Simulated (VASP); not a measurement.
Write the native input for VASP 6.6.1 that does the following.

- Task: single point
- Functional: LDA
- Potentials or basis: VASP PAW LDA potentials, release 64 (Cu)
- Cutoff: 520 eV
- k mesh: 20 × 20 × 20
- Occupations: fermi-dirac, width 0.15 eV
- Spin: no spin polarisation
- Dipole correction: no
- Further INCAR settings: ALGO = Fast; EDIFF = 1e-06; NBANDS = 12

The structure of Cu lies in POSCAR:

```
Cu
1.0
    0.0000000000      1.7594038554      1.7594038554
    1.7594038554      0.0000000000      1.7594038554
    1.7594038554      1.7594038554      0.0000000000
Cu
1
Direct
    0.0000000000      0.0000000000      0.0000000000
```

These files were run (other wordings do the same):

INCAR

```
  PREC = Accurate
  ENCUT = 520
  EDIFF = 1E-6
  ISMEAR = -1
  SIGMA = 0.15
  LREAL = False
  LASPH = True
  NELM = 100
  ALGO = Fast
  ISIF = 2
  LWAVE = False
  LCHARG = False
  GGA = CA
  NBANDS = 12
```

KPOINTS

```
regular mesh
0
Gamma
  20 20 20
```

Potentials or basis: VASP PAW LDA potentials, release 64 (Cu).

Command:

```sh
$ cat potpaw_LDA.64/Cu/POTCAR > POTCAR
$ mpirun -np 1 vasp_std > vasp.out
```

It gave:

- Pressure: 1.1 GPa

Wall time 16 s on 1 thread of Intel(R) Xeon(R) 6975P-C (Granite Rapids), on a shared host, peak memory 0.14 GiB.
